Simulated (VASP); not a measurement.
# Ti3W2 (P-3m1) in VASP: further runs

Ti3W2 is run at these levels: PBE; tasks: single point, relaxation of cell and atoms.

Program: VASP 6.6.1. These are calculated values, not measurements. Logs are shortened: lines on timing, memory, paths and dates and some standing lists are left out, and cuts for length are marked.

## (1) The cell of the first run

The structure is trigonal, space group P-3m1 (No. 164). Conventional cell: a = 4.178 Å, b = 4.178 Å, c = 5.153 Å, α = 90.00°, β = 90.00°, γ = 120.00°. Within 3.4 Å of Ti (site symmetry -3m) lie 6 W at 2.56 Å and 6 Ti at 3.02 Å. Ti (site symmetry 3m) has 5 W at 2.48 to 2.68 Å and 6 Ti at 2.85 to 3.02 Å within 3.3 Å. Within 3.3 Å of W (site symmetry 3m) lie 8 Ti at 2.48 to 2.68 Å and 3 W at 2.96 Å.

The cell was generated, and may not be a known phase.

## (2) Single point, PBE

Input file INCAR:

```
SYSTEM = Ti3W2
  PREC = Accurate
  ENCUT = 520
  EDIFF = 1E-6
  ISMEAR = 0
  SIGMA = 0.1
  LREAL = .FALSE.
  LASPH = .TRUE.
  NELM = 80
  ALGO = Normal
  ISIF = 2
  LWAVE = .FALSE.
  LCHARG = .FALSE.
  GGA = PE
  NBANDS = 40
```

Input file KPOINTS:

```
regular mesh
0
G
  6 6 4
  0 0 0
```

Input file POSCAR:

```
Ti3W2
1.0
    4.1783723700      0.0000000000      0.0000000000
   -2.0891861900      3.6185766200      0.0000000000
    0.0000000000      0.0000000000      5.1534804200
Ti W
3 2
Direct
    0.0000000000      0.0000000000      0.0000000000
    0.3333333300      0.6666666700      0.6468302000
    0.6666666700      0.3333333300      0.3531698000
    0.3333333300      0.6666666700      0.1661255100
    0.6666666700      0.3333333300      0.8338744900
```

Potentials or basis: VASP PAW PBE potentials, release 64 (Ti_sv, W_sv).

The run is started by

```console
cat potpaw_PBE.64/Ti_sv/POTCAR potpaw_PBE.64/W_sv/POTCAR > POTCAR
mpirun -np 1 vasp_std > vasp.out
```

OUTCAR:

```text
SYSTEM = Ti3W2
   PREC = Accurate
   ENCUT = 520
   EDIFF = 1E-6
   ISMEAR = 0
   LREAL = .FALSE.
   LASPH = .TRUE.
   NELM = 80
   ISIF = 2
   GGA = PE

 ion  position               nearest neighbor table
   1  0.000  0.000  0.000-   4 2.56   5 2.56   5 2.56   4 2.56   5 2.56   4 2.56
   2  0.333  0.667  0.647-   4 2.48   5 2.60   5 2.60   5 2.60   4 2.68   3 2.85   3 2.85   3 2.85

   3  0.667  0.333  0.353-   5 2.48   4 2.60   4 2.60   4 2.60   5 2.68   2 2.85   2 2.85   2 2.85

   4  0.333  0.667  0.166-   2 2.48   1 2.56   1 2.56   1 2.56   3 2.60   3 2.60   3 2.60   2 2.68
                             5 2.96   5 2.96   5 2.96
   5  0.667  0.333  0.834-   3 2.48   1 2.56   1 2.56   1 2.56   2 2.60   2 2.60   2 2.60   3 2.68
                             4 2.96   4 2.96   4 2.96

  LATTYP: Found a hexagonal cell.
 ALAT       =     4.1783723700
 C/A-ratio  =     1.2333703087

  Lattice vectors:

 A1 = (   4.1783723700,   0.0000000000,   0.0000000000)
 A2 = (  -2.0891861900,   3.6185766200,   0.0000000000)
 A3 = (   0.0000000000,   0.0000000000,   5.1534804200)

Analysis of symmetry for initial positions (statically):
=====================================================================
 Subroutine PRICEL returns:
 Original cell was already a primitive cell.

 Routine SETGRP: Setting up the symmetry group for a
 hexagonal supercell.

 Subroutine GETGRP returns: Found 12 space group operations
 (whereof 12 operations were pure point group operations)
 out of a pool of 24 trial point group operations.

The static configuration has the point symmetry D_3d.

Analysis of symmetry for dynamics (positions and initial velocities):
=====================================================================
 Subroutine PRICEL returns:
 Original cell was already a primitive cell.

 Routine SETGRP: Setting up the symmetry group for a
 hexagonal supercell.

 Subroutine GETGRP returns: Found 12 space group operations
 (whereof 12 operations were pure point group operations)
 out of a pool of 24 trial point group operations.

The dynamic configuration has the point symmetry D_3d.

 Subroutine INISYM returns: Found 12 space group operations
 (whereof 12 operations are pure point group operations),
 and found     1 'primitive' translations

----------------------------------------------------------------------------------------

[... 97 lines left out ...]
   EDIFF  = 0.1E-05   stopping-criterion for ELM
   LREAL  =      F    real-space projection
   EDIFFG = 0.1E-04   stopping-criterion for IOM
   NSW    =      0    number of steps for IOM
   IBRION =     -1    ionic relax: 0-MD 1-quasi-New 2-CG
   NFREE  =      0    steps in history (QN), initial steepest desc. (CG)
   ISIF   =      2    stress and relaxation
   ISYM   =      2    0-nonsym 1-usesym 2-fastsym
   POTIM  = 0.5000    time-step for ionic-motion
   TEBEG  =    0.0;   TEEND  =   0.0 temperature during run
   PSTRESS=    0.0 pullay stress
   NELECT =      64.0000    total number of electrons
   NUPDOWN=      -1.0000    fix difference up-down
   EMIN   =  10.00;   EMAX   =-10.00  energy-range for DOS
   EFERMI =   0.00;   METHOD = LEGACY
   ISMEAR =     0;   SIGMA  =   0.10  broadening in eV -4-tet -1-fermi 0-gaus
   EFERMI_NEDOS =   21; number of points for ismear=-14 and -15
   IALGO  =     38    algorithm
   IMIX   =      4    mixing-type and parameters
     AMIX     =   0.40;   BMIX     =  1.00
     AMIX_MAG =   1.60;   BMIX_MAG =  1.00
  volume/ion in A,a.u.               =      15.58       105.17
  Fermi-wavevector in a.u.,A,eV,Ry     =   1.533156  2.897244 31.981404  2.350567
  Thomas-Fermi vector in A             =   2.640262
   LORBIT       =      0    0 simple, 1 ext, 2 COOP (PROOUT), +10 PAW based schemes
   GGA     = PE    functional components
   LHFCALC =     F    Hartree Fock is set to
   AEXX    =    0.0000 exact exchange contribution
   IVDW    =     0    specifies the selected vdW correction
   LEPSILON=     F    determine dielectric tensor
   LRPA    =     F    only Hartree local field effects (RPA)
 non-spin polarized calculation
 Gauss-broadening in eV      SIGMA  =   0.10
  energy-cutoff  :      520.00
  volume of cell :       77.92
 maximum number of plane-waves:      2149
 NGX is ok and might be reduce to    32
   NGX = 15   NGY = 15   NGZ = 19

 number of electron      64.0000003 magnetization

 Free energy of the ion-electron system (eV)
  ---------------------------------------------------
  ext. energy  EPLUGINS =         0.00000000
  ---------------------------------------------------
  free energy    TOTEN  =       -45.66465215 eV

  energy without entropy =      -45.63363121  energy(sigma->0) =      -45.64914168

 E-fermi :   9.7108     XC(G=0): -12.5274

 val. band max:        9.6990843480   @ k =   0.0000   0.0000   0.2500
 cond. band min:       9.7350458822   @ k =   0.3333   0.3333   0.0000
 fundamental gap:      0.0359615342
 Fermi energy:         9.7108090374

 k-point     1 :       0.0000    0.0000    0.0000
  band No.  band energies     occupation
      1     -62.9587      2.00000
      2     -62.9216      2.00000
      3     -46.3247      2.00000
      4     -46.2459      2.00000
      5     -46.2342      2.00000
      6     -27.5238      2.00000
[... 1021 lines left out ...]
     39      12.2656      0.00000
     40      13.0243      0.00000

------------------------ aborting loop because EDIFF is reached ----------------------------------------

  FORCE on cell =-STRESS in cart. coord.  units (eV):
  Direction    XX          YY          ZZ          XY          YZ          ZX
  --------------------------------------------------------------------------------------
  -------------------------------------------------------------------------------------
  Total       14.2793355     14.2793355     13.7409135     -0.0000000     -0.0000000      0.0000000
  in kB      293.6114824    293.6114825    282.5404570     -0.0000004     -0.0000000      0.0000000
  external PRESSURE =     289.9211406 kB  Pullay stress =       0.0000000 kB

 VOLUME and BASIS-vectors are now :
 -----------------------------------------------------------------------------
  energy-cutoff  :      520.00
  volume of cell :       77.92
      direct lattice vectors                 reciprocal lattice vectors
     4.178372370  0.000000000  0.000000000     0.239327640  0.138175878  0.000000000
    -2.089186190  3.618576620  0.000000000     0.000000000  0.276351755  0.000000000
     0.000000000  0.000000000  5.153480420     0.000000000  0.000000000  0.194043621

 POSITION                                       TOTAL-FORCE (eV/Angst)
 -----------------------------------------------------------------------------------
      0.00000      0.00000      0.00000        -0.000000      0.000000      0.000000
     -0.00000      2.41238      3.33343         0.000000      0.000000      0.310472
      2.08919      1.20619      1.82005        -0.000000      0.000000     -0.310472
     -0.00000      2.41238      0.85612        -0.000000      0.000000     -0.978024
      2.08919      1.20619      4.29736         0.000000     -0.000000      0.978024
 -----------------------------------------------------------------------------------
    total drift:                               -0.000000      0.000000     -0.000000

  FREE ENERGIE OF THE ION-ELECTRON SYSTEM (eV)
  ---------------------------------------------------
  free  energy   TOTEN  =       -45.6646521487 eV

  energy  without entropy=      -45.6336312095  energy(sigma->0) =      -45.64914168
```

OSZICAR:

```text
N       E                     dE             d eps       ncg     rms          rms(c)
DAV:   1     0.916616769896E+03    0.91662E+03   -0.33952E+04  1920   0.200E+03
DAV:   2     0.470589782938E+02   -0.86956E+03   -0.84772E+03  1920   0.634E+02
DAV:   3    -0.414650083129E+02   -0.88524E+02   -0.82739E+02  3040   0.177E+02
DAV:   4    -0.492114238950E+02   -0.77464E+01   -0.75302E+01  2936   0.432E+01
DAV:   5    -0.495092075611E+02   -0.29778E+00   -0.29745E+00  2808   0.768E+00    0.342E+01
DAV:   6    -0.485311687279E+02    0.97804E+00   -0.55531E+01  2824   0.427E+01    0.230E+01
DAV:   7    -0.463236682058E+02    0.22075E+01   -0.30517E+01  2832   0.400E+01    0.127E+01
DAV:   8    -0.466106785653E+02   -0.28701E+00   -0.10534E+01  2872   0.210E+01    0.725E+00
DAV:   9    -0.456509937596E+02    0.95968E+00   -0.22884E+00  2824   0.982E+00    0.188E+00
DAV:  10    -0.456657365567E+02   -0.14743E-01   -0.40078E-01  2912   0.384E+00    0.136E+00
DAV:  11    -0.456647702370E+02    0.96632E-03   -0.96498E-02  2560   0.275E+00    0.293E-01
DAV:  12    -0.456647529502E+02    0.17287E-04   -0.10701E-02  2776   0.117E+00    0.142E-01
DAV:  13    -0.456646365291E+02    0.11642E-03   -0.16831E-03  2760   0.452E-01    0.367E-02
DAV:  14    -0.456646661261E+02   -0.29597E-04   -0.28629E-04  2544   0.150E-01    0.330E-02
DAV:  15    -0.456646537105E+02    0.12416E-04   -0.11301E-04  2664   0.113E-01    0.130E-02
DAV:  16    -0.456646525520E+02    0.11585E-05   -0.12329E-05  2640   0.390E-02    0.718E-03
DAV:  17    -0.456646521487E+02    0.40334E-06   -0.21961E-06  1912   0.119E-02
   1 F= -.45664652E+02 E0= -.45649142E+02  d E =-.310209E-01
```

stdout:

```text
POSCAR found type information on POSCAR TiW
 POSCAR found :  2 types and       5 ions
 scaLAPACK will be used
 LDA part: xc-table for (Slater+PW92), standard interpolation
 POSCAR, INCAR and KPOINTS ok, starting setup
 FFT: planning ... GRIDC
 FFT: planning ... GRID_SOFT
 FFT: planning ... GRID
 WAVECAR not read
 entering main loop
```

It took 39 s on 1 thread of Intel Xeon 6975P-C (Granite Rapids), shared host; peak memory 0.22 GiB.

Results:

- Free energy: -45.6647 eV
- Pressure: 29.0 GPa
- Largest force: 0.978 eV/Å
- Band gap on the k mesh: zero (bands 32 and 33 overlap by 0.89 eV)

Forces on the atoms (eV/Å):
```
Ti   0.000  0.000  0.000
Ti   0.000  0.000  0.310
Ti   0.000  0.000 -0.310
W    0.000  0.000 -0.978
W    0.000  0.000  0.978
```

Levels at points of the mesh, in eV from the Fermi level:
| k point | band 29 | band 30 | band 31 | band 32 | band 33 | band 34 | band 35 | band 36 |
| --- | --- | --- | --- | --- | --- | --- | --- | --- |
| (0.00, 0.00, 0.00) | -0.79 | -0.79 | -0.61 | -0.61 | -0.52 | 0.32 | 0.32 | 2.62 |
| (0.50, 0.00, 0.00) | -0.88 | -0.57 | -0.37 | -0.07 | 0.08 | 1.35 | 1.50 | 2.14 |
| (0.00, 0.00, 0.50) | -1.00 | -0.78 | -0.78 | -0.50 | -0.42 | -0.42 | 0.93 | 2.17 |
| (0.50, 0.00, 0.50) | -1.03 | -0.51 | -0.43 | -0.36 | -0.31 | -0.27 | 0.56 | 1.38 |

Caveat: the cell stands under pressure; spin-orbit coupling is left out, which moves the levels of the heavy elements.

## (3) Single point, PBE

This run uses another cell than the first one, of 18.70 Å³/atom.

Input file INCAR:

```
SYSTEM = Ti3W2
PREC = Accurate ; ENCUT = 520
EDIFF = 1E-6 ; ISMEAR = 0
SIGMA = 0.1 ; LREAL = .FALSE.
LASPH = .TRUE. ; NELM = 100
ALGO = Normal ; ISIF = 2
LWAVE = .FALSE. ; LCHARG = .FALSE.
GGA = PE ; NBANDS = 40
```

KPOINTS is that of step 2.

Input file POSCAR:

```
Ti3W2
1.0
    4.5948982381      0.0000000032      0.0000000000
   -2.2974491218      3.9792986004      0.0000000000
    0.0000000000      0.0000000000      5.1143745014
Ti W
3 2
Direct
    0.0000000000      0.0000000000      0.0000000000
    0.3333333333      0.6666666667      0.6277953390
    0.6666666667      0.3333333333      0.3722046610
    0.3333333333      0.6666666667      0.1112131435
    0.6666666667      0.3333333333      0.8887868565
```

Potentials or basis: VASP PAW PBE potentials, release 64 (Ti_sv, W_sv).

The run is started by

```console
cat potpaw_PBE.64/Ti_sv/POTCAR potpaw_PBE.64/W_sv/POTCAR > POTCAR
mpirun -np 1 vasp_std > vasp.out
```

OUTCAR:

```text
SYSTEM = Ti3W2
   PREC = Accurate
   ENCUT = 520
   EDIFF = 1E-6
   ISMEAR = 0
   LREAL = .FALSE.
   LASPH = .TRUE.
   NELM = 100
   ISIF = 2
   GGA = PE

 ion  position               nearest neighbor table
   1  0.000  0.000  0.000-   4 2.71   5 2.71   4 2.71   5 2.71   5 2.71   4 2.71
   2  0.333  0.667  0.628-   4 2.47   4 2.64   5 2.97   5 2.97   5 2.97
   3  0.667  0.333  0.372-   5 2.47   5 2.64   4 2.97   4 2.97   4 2.97
   4  0.333  0.667  0.111-   2 2.47   2 2.64   1 2.71   1 2.71   1 2.71   5 2.89   5 2.89   5 2.89
                             3 2.97   3 2.97   3 2.97
   5  0.667  0.333  0.889-   3 2.47   3 2.64   1 2.71   1 2.71   1 2.71   4 2.89   4 2.89   4 2.89
[... 1236 lines left out ...]
  -------------------------------------------------------------------------------------
  Total       -0.0407195     -0.0407195      0.1188361     -0.0000000      0.0000000      0.0000000
  in kB       -0.6976506     -0.6976506      2.0360286     -0.0000000      0.0000000      0.0000000
  external PRESSURE =       0.2135758 kB  Pullay stress =       0.0000000 kB

 VOLUME and BASIS-vectors are now :
 -----------------------------------------------------------------------------
  energy-cutoff  :      520.00
  volume of cell :       93.51
      direct lattice vectors                 reciprocal lattice vectors
     4.594898238  0.000000003  0.000000000     0.217632676  0.125650284  0.000000000
    -2.297449122  3.979298600  0.000000000    -0.000000000  0.251300568  0.000000000
     0.000000000  0.000000000  5.114374501     0.000000000  0.000000000  0.195527332

 POSITION                                       TOTAL-FORCE (eV/Angst)
 -----------------------------------------------------------------------------------
      0.00000      0.00000      0.00000         0.000000      0.000000      0.000000
     -0.00000      2.65287      3.21078         0.000000     -0.000000     -0.017897
      2.29745      1.32643      1.90359        -0.000000      0.000000      0.017897
     -0.00000      2.65287      0.56879        -0.000000      0.000000      0.022252
      2.29745      1.32643      4.54559         0.000000      0.000000     -0.022252
 -----------------------------------------------------------------------------------
    total drift:                                0.000000     -0.000000     -0.000000

  FREE ENERGIE OF THE ION-ELECTRON SYSTEM (eV)
  ---------------------------------------------------
  free  energy   TOTEN  =       -47.3019054398 eV

  energy  without entropy=      -47.2810093805  energy(sigma->0) =      -47.29145741
```

OSZICAR:

```text
N       E                     dE             d eps       ncg     rms          rms(c)
DAV:   1     0.890190733476E+03    0.89019E+03   -0.34475E+04  1920   0.193E+03
DAV:   2     0.397738089106E+02   -0.85042E+03   -0.83031E+03  1936   0.609E+02
DAV:   3    -0.447376895081E+02   -0.84511E+02   -0.79795E+02  2992   0.169E+02
DAV:   4    -0.526889443968E+02   -0.79513E+01   -0.77567E+01  2944   0.420E+01
DAV:   5    -0.530506124407E+02   -0.36167E+00   -0.36120E+00  2896   0.810E+00    0.290E+01
DAV:   6    -0.516953574448E+02    0.13553E+01   -0.73748E+01  2904   0.444E+01    0.209E+01
DAV:   7    -0.481724942745E+02    0.35229E+01   -0.38626E+01  2872   0.432E+01    0.113E+01
DAV:   8    -0.482820272249E+02   -0.10953E+00   -0.10609E+01  2880   0.179E+01    0.701E+00
DAV:   9    -0.473431124868E+02    0.93891E+00   -0.19222E+00  2968   0.838E+00    0.252E+00
DAV:  10    -0.474002454089E+02   -0.57133E-01   -0.12442E+00  2888   0.611E+00    0.317E+00
DAV:  11    -0.473063363303E+02    0.93909E-01   -0.78243E-01  2880   0.433E+00    0.698E-01
DAV:  12    -0.473020029725E+02    0.43334E-02   -0.31306E-02  2664   0.166E+00    0.208E-01
DAV:  13    -0.473037467572E+02   -0.17438E-02   -0.73981E-03  2848   0.635E-01    0.338E-01
DAV:  14    -0.473019178770E+02    0.18289E-02   -0.52825E-03  2872   0.641E-01    0.523E-02
DAV:  15    -0.473018951881E+02    0.22689E-04   -0.42252E-04  2896   0.133E-01    0.306E-02
DAV:  16    -0.473019060104E+02   -0.10822E-04   -0.42212E-05  2416   0.530E-02    0.206E-02
DAV:  17    -0.473019048921E+02    0.11183E-05   -0.11609E-05  2808   0.279E-02    0.524E-03
DAV:  18    -0.473019054398E+02   -0.54770E-06   -0.14925E-06  1880   0.883E-03
   1 F= -.47301905E+02 E0= -.47291457E+02  d E =-.208961E-01
```

stdout:

```text
POSCAR found type information on POSCAR TiW
 POSCAR found :  2 types and       5 ions
 scaLAPACK will be used
 LDA part: xc-table for (Slater+PW92), standard interpolation
 POSCAR, INCAR and KPOINTS ok, starting setup
 FFT: planning ... GRIDC
 FFT: planning ... GRID_SOFT
 FFT: planning ... GRID
 WAVECAR not read
 entering main loop
```

It took 54 s on 1 thread of Intel Xeon 6975P-C (Granite Rapids), shared host; peak memory 0.25 GiB.

Results:

| Quantity | Value |
| --- | --- |
| Free energy | -47.3019 eV |
| Pressure | 0.0 GPa |
| Largest force | 0.022 eV/Å |
| Band gap on the k mesh | zero (bands 32 and 33 overlap by 0.39 eV) |

Forces on the atoms (eV/Å):
```
Ti   0.000  0.000  0.000
Ti   0.000  0.000 -0.018
Ti   0.000  0.000  0.018
W    0.000  0.000  0.022
W    0.000  0.000 -0.022
```

Stress tensor (GPa, compression positive):
```
-0.07  0.00  0.00
 0.00 -0.07  0.00
 0.00  0.00  0.20
```

Caveat: spin-orbit coupling is left out, which moves the levels of the heavy elements.

(Part 1 of 2 ends here.)

The gap in the log of VASP goes by the Fermi energy; the results here count the filled bands.